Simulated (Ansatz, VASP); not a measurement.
# Ir in VASP and in Ansatz

File INCAR:

```
SYSTEM = Ir
ALGO = Normal
EDIFF = 1E-6
ENCUT = 500
GGA = PE
GGA_COMPAT = .False.
ISIF = 2
ISMEAR = 0
LASPH = .True.
LCHARG = .True.
LELF = .True.
LREAL = .False.
LVHAR = .True.
LWAVE = .False.
NBANDS = 10
NELM = 120
PREC = Accurate
SIGMA = 0.05
```

File KPOINTS:

```
k-points
0
Gamma
  8 8 8
  0 0 0
```

File POSCAR:

```
Ir
1.0
    0.0000000000      1.9378739741      1.9378739741
    1.9378739741      0.0000000000      1.9378739741
    1.9378739741      1.9378739741      0.0000000000
Ir
1
Direct
    0.0000000000      0.0000000000      0.0000000000
```

Input for Ansatz:

```yaml
crystal:
  lattice:
    - [0.0, 1.9378739741, 1.9378739741]
    - [1.9378739741, 0.0, 1.9378739741]
    - [1.9378739741, 1.9378739741, 0.0]
  atoms:
    - { symbol: Ir, position: [0.0, 0.0, 0.0] }
basis:
  ecutwfc: 600
  ecutrho_ratio: 5
kpoints:
  mp_grid: { grid: [8, 8, 8] }
hamiltonian:
  xc: pbe
scf:
  occupations: { method: gaussian, width: 0.05 }
output:
  forces: true
  stress: true
  eigenvalues: true
```

Alike in both runs: task single point; functional PBE; k mesh 8 × 8 × 8; occupations gaussian, width 0.05 eV; no spin polarisation.

|  | VASP | Ansatz |
| --- | --- | --- |
| version | VASP 6.6.1 | Ansatz 0.2.0 |
| potentials or method | VASP PAW PBE potentials, release 64 (Ir), cutoff 500 eV | scalar-relativistic, plane waves, PAW |
| valence electrons in the cell | 9 | 17 |

|  | VASP | Ansatz | Ansatz less VASP |
| --- | --- | --- | --- |
| gap on the k mesh at the Fermi level (eV) | none | none | - |
| pressure (GPa) | 0.4 | -0.1 | -0.49 |

A gap of «none» marks a metal or a gap that the smearing closes. The functional is the same, so the differences come from potentials, cutoffs and numerics. VASP's potentials hold 9 valence electrons a cell and Ansatz's 17, so a difference there can come from the potentials and not from the codes.

Neither program's run includes spin-orbit coupling.
